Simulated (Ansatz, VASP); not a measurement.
Sc3BN2 in VASP and in Ansatz

```xyz
6
Lattice="4.3317 0.0000 0.0000 0.0000 4.3317 0.0000 0.0000 0.0000 5.0018" Properties=species:S:1:pos:R:3 pbc="T T T"
Sc    2.1658    2.1658    2.5009
Sc    2.1658    2.1658    0.0000
Sc    0.0000    0.0000    2.5009
B     0.0000    0.0000    0.0000
N     0.0000    2.1658    2.5009
N     2.1658    0.0000    2.5009
```

Alike in both runs: task single point; functional PBE; k mesh 4 × 4 × 4; occupations gaussian, width 0.1 eV; collinear spin.

```csv
,VASP,Ansatz
version,VASP 6.6.1,Ansatz 0.2.0
potentials or method,"VASP PAW PBE potentials, release 64 (Sc_sv, B, N), cutoff 520 eV","scalar-relativistic, plane waves, PAW"
valence electrons in the cell,46,46
```

|  | VASP | Ansatz | Ansatz less VASP |
| --- | --- | --- | --- |
| gap on the k mesh at the Fermi level (eV) | none | none | - |
| pressure (GPa) | 0.6 | -0.1 | -0.72 |
| traceless stress, the component that is largest in VASP (GPa) | 15.99 | 16.21 | +0.225 |
| net moment per atom (μB) | 0.00 | 0.12 | +0.123 |
| size of the moment on the site where the two differ most (μB) | 0.00 | 0.30 | +0.295 |

The net moments are unlike, so the other rows may belong to different states. Site moments also hang on the region over which each program counts them. A gap of «none» marks a metal or a gap that the smearing closes.

The k mesh is coarse, so the values compare programs but aren't converged.
